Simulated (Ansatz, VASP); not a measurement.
**K2YIF6: VASP beside Ansatz**

```
F I Y K
1.0
     0.00000    4.58207    4.58207
     4.58207    0.00000    4.58207
     4.58207    4.58207    0.00000
F I Y K
6 1 1 2
Cartesian
  2.2361 4.5821 4.5821
  4.5821 2.2361 4.5821
  6.9281 4.5821 4.5821
  4.5821 6.9281 4.5821
  4.5821 4.5821 2.2361
  4.5821 4.5821 6.9281
  4.5821 4.5821 4.5821
  0.0000 0.0000 0.0000
  2.2910 2.2910 2.2910
  6.8731 6.8731 6.8731
```

Alike in both runs: task single point; functional PBE; k mesh 4 × 4 × 4; occupations fermi-dirac, width 0.0516 eV; no spin polarisation.

```csv
,VASP,Ansatz
version,VASP 6.6.1,Ansatz 0.2.0
potentials or method,"VASP PAW PBE potentials, release 64 (F, I, Y_sv, K_sv), cutoff 520 eV",PAW plane waves
valence electrons in the cell,78,88
```

Ansatz gave:

```
gap on the k mesh at the Fermi level (eV) : none
pressure (GPa)                            : 7.5
rms of the force components (eV/Å)        : 1.333
```

Task: What did VASP give for the same quantities?

Result: gap on the k mesh at the Fermi level (eV): none; pressure (GPa): 7.2; rms of the force components (eV/Å): 1.315.

Atom by atom the forces differ by 0.018 eV/Å (rms over components). A gap of «none» marks a metal or a gap that the smearing closes. The functional is the same, so the differences come from potentials, cutoffs and numerics. VASP's potentials hold 78 valence electrons a cell and Ansatz's 88, so a difference there can come from the potentials and not from the codes.

Spin-orbit coupling is off throughout.
